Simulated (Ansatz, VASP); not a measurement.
NbCd3: VASP beside Ansatz

```
Nb Cd
1.0
     4.21500    0.00000    0.00000
     0.00000    4.21500    0.00000
     0.00000    0.00000    4.29930
Nb Cd
1 3
Cartesian
  0.0000 0.0000 0.0000
  0.0000 2.1075 2.1496
  2.1075 0.0000 2.1496
  2.1075 2.1075 0.0000
```

Change from the starting cell: zz strain of +2 %.

Alike in both runs: task single point; functional LDA; k mesh 9 × 9 × 9; occupations fermi-dirac, width 0.08 eV; no spin polarisation.

```csv
,VASP,Ansatz
version,VASP 6.6.1,Ansatz 0.2.0
potentials or method,"VASP PAW LDA potentials, release 64 (Nb_sv, Cd), cutoff 520 eV","all-electron LAPW, scalar-relativistic"
```

|  | VASP | Ansatz | Ansatz less VASP |
| --- | --- | --- | --- |
| pressure (GPa) | -3.8 | -4.6 | -0.75 |
| traceless stress, the component that is largest in VASP (GPa) | -0.99 | -0.97 | +0.015 |

LDA's correlation is that of Perdew and Zunger in VASP and of Perdew and Wang (1992) in Ansatz. Ansatz ran all-electron here, and VASP with PAW potentials.
